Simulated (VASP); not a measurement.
# Tl (P6_3/mmc) in VASP: further runs

Tl is run at these levels: PBE; tasks: single point.

All numbers are computed with VASP 6.6.1; they aren't measurements. Logs are shortened: lines on timing, memory, paths and dates and some standing lists are left out, and cuts for length are marked.

## Step 1: The cell of the first run

It takes space group P6_3/mmc (No. 194, hexagonal). The conventional cell has a = 3.456 Å, b = 3.456 Å, c = 5.815 Å, α = 90.00°, β = 90.00°, γ = 120.00°. Within 4.5 Å of Tl (site symmetry -6m2) lie 12 Tl at 3.46 to 3.53 Å.

## Step 2: Single point, PBE (strain +0.0525 x Voigt [0, 0, 1, 0, 0, 0])

Input file INCAR:

```
SYSTEM = Tl
ALGO = Fast
EDIFF = 1E-6
ENCUT = 520
GGA = PE
ISIF = 2
ISMEAR = 0
LASPH = .True.
LCHARG = .False.
LREAL = .False.
LWAVE = .False.
NBANDS = 20
NELM = 80
PREC = Accurate
SIGMA = 0.15
```

Input file KPOINTS:

```
k-points
0
Gamma
  18 18 10
  0 0 0
```

Input file POSCAR:

```
Tl
1.0
    3.4559983565      0.0000000000      0.0000000000
   -1.7279991783      2.9929823722      0.0000000000
    0.0000000000      0.0000000000      5.8150625000
Tl
2
Direct
    0.3333333333      0.6666666667      0.2500000000
    0.6666666667      0.3333333333      0.7500000000
```

Potentials or basis: VASP PAW PBE potentials, release 64 (Tl_d).

Launch:

```
$ cat potpaw_PBE.64/Tl_d/POTCAR > POTCAR
$ mpirun -np 1 vasp_std > vasp.out
```

OUTCAR:

```text
SYSTEM = Tl
   EDIFF = 1E-6
   ENCUT = 520
   GGA = PE
   ISIF = 2
   ISMEAR = 0
   LASPH = .True.
   LREAL = .False.
   NELM = 80
   PREC = Accurate

 ion  position               nearest neighbor table
   1  0.333  0.667  0.250-   2 3.53   2 3.53   2 3.53   2 3.53   2 3.53   2 3.53
   2  0.667  0.333  0.750-   1 3.53   1 3.53   1 3.53   1 3.53   1 3.53   1 3.53

  LATTYP: Found a hexagonal cell.
 ALAT       =     3.4559983565
 C/A-ratio  =     1.6825999032

  Lattice vectors:

 A1 = (   3.4559983565,   0.0000000000,   0.0000000000)
 A2 = (  -1.7279991783,   2.9929823722,   0.0000000000)
 A3 = (   0.0000000000,   0.0000000000,   5.8150625000)

Analysis of symmetry for initial positions (statically):
=====================================================================
 Subroutine PRICEL returns:
 Original cell was already a primitive cell.

 Routine SETGRP: Setting up the symmetry group for a
 hexagonal supercell.

 Subroutine GETGRP returns: Found 24 space group operations
 (whereof 12 operations were pure point group operations)
 out of a pool of 24 trial point group operations.

The static configuration has the point symmetry D_3d.
 The point group associated with its full space group is D_6h.

Analysis of symmetry for dynamics (positions and initial velocities):
=====================================================================
 Subroutine PRICEL returns:
 Original cell was already a primitive cell.

 Routine SETGRP: Setting up the symmetry group for a
 hexagonal supercell.

 Subroutine GETGRP returns: Found 24 space group operations
 (whereof 12 operations were pure point group operations)
 out of a pool of 24 trial point group operations.

The dynamic configuration has the point symmetry D_3d.
 The point group associated with its full space group is D_6h.

 Subroutine INISYM returns: Found 24 space group operations
 (whereof 12 operations are pure point group operations),
 and found     1 'primitive' translations

----------------------------------------------------------------------------------------

                                     Primitive cell

  volume of cell :      60.1495

  direct lattice vectors                    reciprocal lattice vectors
     3.455998356  0.000000000  0.000000000     0.289351989  0.167057449  0.000000000
    -1.727999178  2.992982372  0.000000000     0.000000000  0.334114898  0.000000000
     0.000000000  0.000000000  5.815062500     0.000000000  0.000000000  0.171967197

  length of vectors
     3.455998356  3.455998357  5.815062500     0.334114898  0.334114898  0.171967197

  position of ions in fractional coordinates (direct lattice)
     0.333333333  0.666666667  0.250000000
     0.666666667  0.333333333  0.750000000

  ion indices of the primitive-cell ions
   primitive index   ion index
                 1           1
                 2           2

----------------------------------------------------------------------------------------

 KPOINTS: k-points

Automatic generation of k-mesh.
 Grid dimensions read from file:
 generate k-points for:   18   18   10

 Generating k-lattice:

  Cartesian coordinates                     Fractional coordinates (reciprocal lattice)
     0.016075111  0.009280969  0.000000000     0.055555556  0.000000000  0.000000000
     0.000000000  0.018561939  0.000000000     0.000000000  0.055555556  0.000000000
     0.000000000  0.000000000  0.017196720     0.000000000  0.000000000  0.100000000

  Length of vectors
     0.018561939  0.018561939  0.017196720

  Shift w.r.t. Gamma in fractional coordinates (k-lattice)
     0.000000000  0.000000000  0.000000000

 Subroutine IBZKPT returns following result:
 ===========================================

 Found    222 irreducible k-points:

 Following reciprocal coordinates:
            Coordinates               Weight
  0.000000  0.000000  0.000000      1.000000
  0.055556  0.000000  0.000000      6.000000
  0.111111  0.000000  0.000000      6.000000
  0.166667  0.000000  0.000000      6.000000
  0.222222  0.000000  0.000000      6.000000
  0.277778  0.000000  0.000000      6.000000
[... 16 lines left out ...]
  0.333333  0.111111  0.000000     12.000000
  0.388889  0.111111  0.000000     12.000000
 [... further k-points ...]
   k-points           NKPTS =    222   k-points in BZ     NKDIM =    222   number of bands    NBANDS=     20
   number of dos      NEDOS =    301   number of ions     NIONS =      2
   total plane-waves  NPLWV =  37632
   dimension x,y,z NGX =    28 NGY =   28 NGZ =   48
   dimension x,y,z NGXF=    56 NGYF=   56 NGZF=   96
   ions per type =               2
   NGX,Y,Z   is equivalent  to a cutoff of  13.47, 13.47, 13.72 a.u.
   NGXF,Y,Z  is equivalent  to a cutoff of  26.94, 26.94, 27.45 a.u.
 SYSTEM =  Tl
   PREC   = accura    normal or accurate (medium, high low for compatibility)
   ISTART =      0    job   : 0-new  1-cont  2-samecut
   ICHARG =      2    charge: 1-file 2-atom 10-const
   ISPIN  =      1    spin polarized calculation?
   LNONCOLLINEAR =      F non collinear calculations
   LSORBIT =      F    spin-orbit coupling
   LASPH  =      T    aspherical Exc in radial PAW
   ENCUT  =  520.0 eV  38.22 Ry    6.18 a.u.   6.43  6.43 10.81*2*pi/ulx,y,z
   NELM   =     80;   NELMIN=  2; NELMDL= -5     # of ELM steps
   EDIFF  = 0.1E-05   stopping-criterion for ELM
   LREAL  =      F    real-space projection
   EDIFFG = 0.1E-04   stopping-criterion for IOM
   NSW    =      0    number of steps for IOM
   IBRION =     -1    ionic relax: 0-MD 1-quasi-New 2-CG
   NFREE  =      0    steps in history (QN), initial steepest desc. (CG)
   ISIF   =      2    stress and relaxation
   ISYM   =      2    0-nonsym 1-usesym 2-fastsym
   POTIM  = 0.5000    time-step for ionic-motion
   TEBEG  =    0.0;   TEEND  =   0.0 temperature during run
   PSTRESS=    0.0 pullay stress
   NELECT =      26.0000    total number of electrons
   NUPDOWN=      -1.0000    fix difference up-down
   EMIN   =  10.00;   EMAX   =-10.00  energy-range for DOS
   EFERMI =   0.00;   METHOD = LEGACY
   ISMEAR =     0;   SIGMA  =   0.15  broadening in eV -4-tet -1-fermi 0-gaus
   EFERMI_NEDOS =   21; number of points for ismear=-14 and -15
   IALGO  =     68    algorithm
   IMIX   =      4    mixing-type and parameters
     AMIX     =   0.40;   BMIX     =  1.00
     AMIX_MAG =   1.60;   BMIX_MAG =  1.00
  volume/ion in A,a.u.               =      30.07       202.95
  Fermi-wavevector in a.u.,A,eV,Ry     =   1.237814  2.339129 20.846609  1.532183
  Thomas-Fermi vector in A             =   2.372365
   LORBIT       =      0    0 simple, 1 ext, 2 COOP (PROOUT), +10 PAW based schemes
   GGA     = PE    functional components
   LHFCALC =     F    Hartree Fock is set to
   AEXX    =    0.0000 exact exchange contribution
   IVDW    =     0    specifies the selected vdW correction
   LEPSILON=     F    determine dielectric tensor
   LRPA    =     F    only Hartree local field effects (RPA)
 non-spin polarized calculation
 RMM-DIIS sequential band-by-band and
 Gauss-broadening in eV      SIGMA  =   0.15
  energy-cutoff  :      520.00
  volume of cell :       60.15
 maximum number of plane-waves:      1649
 NGX is ok and might be reduce to    28
   NGX = 13   NGY = 13   NGZ = 21

 number of electron      26.0000001 magnetization

 Free energy of the ion-electron system (eV)
  ---------------------------------------------------
  ext. energy  EPLUGINS =         0.00000000
  ---------------------------------------------------
  free energy    TOTEN  =        -4.43524613 eV

  energy without entropy =       -4.42400476  energy(sigma->0) =       -4.42962544

 E-fermi :   6.0844     XC(G=0):  -9.9413

 val. band max:        6.0778072944   @ k =   0.3333   0.0000   0.0000
 cond. band min:       6.1080751119   @ k =   0.2222   0.1667   0.2000
 fundamental gap:      0.0302678176
 Fermi energy:         6.0844142036

 k-point     1 :       0.0000    0.0000    0.0000
  band No.  band energies     occupation
      1      -5.6624      2.00000
      2      -5.5208      2.00000
      3      -5.4610      2.00000
      4      -5.4610      2.00000
      5      -5.4230      2.00000
      6      -5.4230      2.00000
[... 12 lines left out ...]
     19      16.5702      0.00000
     20      17.0762      0.00000

 k-point     2 :       0.0556    0.0000    0.0000
  band No.  band energies     occupation
      1      -5.6511      2.00000
      2      -5.5205      2.00000
      3      -5.4572      2.00000
      4      -5.4479      2.00000
      5      -5.4247      2.00000
      6      -5.4106      2.00000
[... 12 lines left out ...]
     19      16.9976      0.00000
     20      17.4210      0.00000

 k-point     3 :       0.1111    0.0000    0.0000
  band No.  band energies     occupation
      1      -5.6266      2.00000
      2      -5.5213      2.00000
      3      -5.4478      2.00000
      4      -5.4202      2.00000
      5      -5.4098      2.00000
      6      -5.3745      2.00000
[... 12 lines left out ...]
     19      16.6219      0.00000
     20      17.9054      0.00000

 k-point     4 :       0.1667    0.0000    0.0000
  band No.  band energies     occupation
      1      -5.6223      2.00000
      2      -5.5019      2.00000
      3      -5.4596      2.00000
      4      -5.3790      2.00000
      5      -5.3673      2.00000
      6      -5.3509      2.00000
[... 12 lines left out ...]
     19      16.1520      0.00000
     20      17.2152      0.00000

 k-point     5 :       0.2222    0.0000    0.0000
  band No.  band energies     occupation
      1      -5.6501      2.00000
      2      -5.4939      2.00000
      3      -5.4441      2.00000
      4      -5.4187      2.00000
      5      -5.3630      2.00000
      6      -5.3163      2.00000
[... 12 lines left out ...]
     19      15.6652      0.00000
     20      17.0004      0.00000

 k-point     6 :       0.2778    0.0000    0.0000
  band No.  band energies     occupation
      1      -5.6891      2.00000
      2      -5.5237      2.00000
      3      -5.4772      2.00000
      4      -5.3919      2.00000
      5      -5.3875      2.00000
      6      -5.2441      2.00000
[... 12 lines left out ...]
     19      15.1234      0.00000
     20      16.7188      0.00000

 k-point     7 :       0.3333    0.0000    0.0000
  band No.  band energies     occupation
      1      -5.7276      2.00000
      2      -5.5551      2.00000
      3      -5.5343      2.00000
      4      -5.4095      2.00000
      5      -5.3455      2.00000
      6      -5.2773      2.00000
[... 12 lines left out ...]
     19      14.6889      0.00000
     20      16.3754      0.00000
[... 277 lines left out ...]
 k-point    20 :       0.1667    0.1111    0.0000
  band No.  band energies     occupation
      1      -5.5978      2.00000
      2      -5.5293      2.00000
      3      -5.4247      2.00000
      4      -5.4211      2.00000
      5      -5.3918      2.00000
      6      -5.3530      2.00000
[... 12 lines left out ...]
     19      16.1473      0.00000
     20      16.7706      0.00000

 k-point    21 :       0.2222    0.1111    0.0000
  band No.  band energies     occupation
      1      -5.6357      2.00000
      2      -5.5108      2.00000
      3      -5.4836      2.00000
      4      -5.4112      2.00000
      5      -5.4036      2.00000
      6      -5.2889      2.00000
[... 12 lines left out ...]
     19      15.5833      0.00000
     20      16.5285      0.00000

 k-point    22 :       0.2778    0.1111    0.0000
  band No.  band energies     occupation
      1      -5.6724      2.00000
      2      -5.5399      2.00000
      3      -5.5184      2.00000
      4      -5.4258      2.00000
      5      -5.3624      2.00000
      6      -5.2734      2.00000
[... 12 lines left out ...]
     19      15.1884      0.00000
     20      16.2986      0.00000

 k-point    23 :       0.3333    0.1111    0.0000
  band No.  band energies     occupation
      1      -5.7023      2.00000
      2      -5.5857      2.00000
      3      -5.5340      2.00000
      4      -5.4348      2.00000
      5      -5.3206      2.00000
      6      -5.3027      2.00000
[... 12 lines left out ...]
     19      14.9186      0.00000
     20      16.1249      0.00000

 k-point    24 :       0.3889    0.1111    0.0000
  band No.  band energies     occupation
      1      -5.7217      2.00000
      2      -5.6153      2.00000
      3      -5.5463      2.00000
      4      -5.4389      2.00000
      5      -5.3230      2.00000
      6      -5.2920      2.00000
[... 12 lines left out ...]
     19      14.7593      0.00000
     20      16.0186      0.00000

 [... further k-points ...]

------------------------ aborting loop because EDIFF is reached ----------------------------------------

  FORCE on cell =-STRESS in cart. coord.  units (eV):
  Direction    XX          YY          ZZ          XY          YZ          ZX
  --------------------------------------------------------------------------------------
  -------------------------------------------------------------------------------------
  Total        0.6299626      0.6299626      0.0663018     -0.0000000     -0.0000000      0.0000000
  in kB       16.7800510     16.7800510      1.7660529     -0.0000000     -0.0000000      0.0000000
  external PRESSURE =      11.7753849 kB  Pullay stress =       0.0000000 kB

 VOLUME and BASIS-vectors are now :
 -----------------------------------------------------------------------------
  energy-cutoff  :      520.00
  volume of cell :       60.15
      direct lattice vectors                 reciprocal lattice vectors
     3.455998356  0.000000000  0.000000000     0.289351989  0.167057449  0.000000000
    -1.727999178  2.992982372  0.000000000     0.000000000  0.334114898  0.000000000
     0.000000000  0.000000000  5.815062500     0.000000000  0.000000000  0.171967197

 POSITION                                       TOTAL-FORCE (eV/Angst)
 -----------------------------------------------------------------------------------
     -0.00000      1.99532      1.45377        -0.000000     -0.000000      0.000000
      1.72800      0.99766      4.36130         0.000000      0.000000      0.000000
 -----------------------------------------------------------------------------------
    total drift:                               -0.000000      0.000000      0.000000

  FREE ENERGIE OF THE ION-ELECTRON SYSTEM (eV)
  ---------------------------------------------------
  free  energy   TOTEN  =        -4.4352461296 eV

  energy  without entropy=       -4.4240047581  energy(sigma->0) =       -4.42962544
```

Wall time 4 min (1 thread of Intel Xeon 8259CL, shared host); peak memory 0.35 GiB.

Results:

| Property | Result |
| --- | --- |
| Free energy | -4.4352 eV |
| Pressure | 1.2 GPa |
| Band gap on the k mesh | zero (bands 13 and 14 overlap by 4.96 eV) |

Caveat: the cell differs from its parent crystal (strain +0.0525 x Voigt [0, 0, 1, 0, 0, 0]); spin-orbit coupling is left out, which moves the levels of the heavy elements.

(Part 1 of 2 ends here.)
